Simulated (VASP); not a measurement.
Write the native input for VASP 6.6.1 that does the following.

| Quantity | Value |
| --- | --- |
| Task | single point |
| Functional | r2SCAN |
| Potentials or basis | VASP PAW PBE potentials, release 64 (Ge_d) |
| Cutoff | 520 eV |
| k mesh | 12 × 12 × 6 |
| Occupations | gaussian, width 0.03 eV |
| Spin | no spin polarisation |
| Dipole correction | no |
| Further INCAR settings | ALGO = Normal; EDIFF = 1e-06; NBANDS = 36 |

Ge:

```
Ge
1.0
     4.05558    0.00000    0.00000
    -2.02779    3.51224    0.00000
     0.00000    0.00000    6.50367
Ge
4
Direct
  0.66667 0.33333 0.06298
  0.33333 0.66667 0.56298
  0.66667 0.33333 0.43702
  0.33333 0.66667 0.93702
```

This cell differs from its parent crystal: strain +0.015 along x and y, -0.015 along z.

One way to write it, as run:

POSCAR

```
Ge
1.0
    4.0555834319      0.0000000000      0.0000000000
   -2.0277917160      3.5122382792      0.0000000000
    0.0000000000      0.0000000000      6.5036702942
Ge
4
Direct
    0.6666666667      0.3333333333      0.0629814339
    0.3333333333      0.6666666667      0.5629814339
    0.6666666667      0.3333333333      0.4370185661
    0.3333333333      0.6666666667      0.9370185661
```

INCAR.step1

```
SYSTEM = Ge
ALGO = Normal
EDIFF = 1E-4
ENCUT = 520
GGA = PE
ISMEAR = 0
LASPH = .TRUE.
LCHARG = .FALSE.
LREAL = .FALSE.
LWAVE = .TRUE.
NBANDS = 36
NELM = 80
PREC = Accurate
SIGMA = 0.03
```

INCAR.step2

```
SYSTEM = Ge
ALGO = Normal
EDIFF = 1E-6
ENCUT = 520
ISIF = 2
ISMEAR = 0
ISTART = 1
LASPH = .TRUE.
LCHARG = .FALSE.
LMIXTAU = .TRUE.
LREAL = .FALSE.
LWAVE = .FALSE.
METAGGA = R2SCAN
NBANDS = 36
NELM = 80
PREC = Accurate
SIGMA = 0.03
```

KPOINTS

```
k-points
0
G
  12 12 6
  0 0 0
```

Potentials or basis: VASP PAW PBE potentials, release 64 (Ge_d).

Command:

```bash
$ cat potpaw_PBE.64/Ge_d/POTCAR > POTCAR
$ cp INCAR.step1 INCAR
$ mpirun -np 1 vasp_std > vasp.out
$ cp INCAR.step2 INCAR
$ mpirun -np 1 vasp_std > vasp.out
```

Results of the run:

The pressure is -0.8 GPa. The largest force is 0.287 eV/Å and the band gap on the k mesh is zero (band 28 reaches 4.77 eV, above the bottom of band 29 at 4.60 eV).

Caveat: the cell differs from its parent crystal (strain +0.015 along x and y, -0.015 along z); the PAW data sets were made with another functional, which shifts forces and pressure a little.

Run time: 16 min on 1 thread of Oxide Virtual Turin-like Processor, with other jobs on the host, peak memory 0.29 GiB.
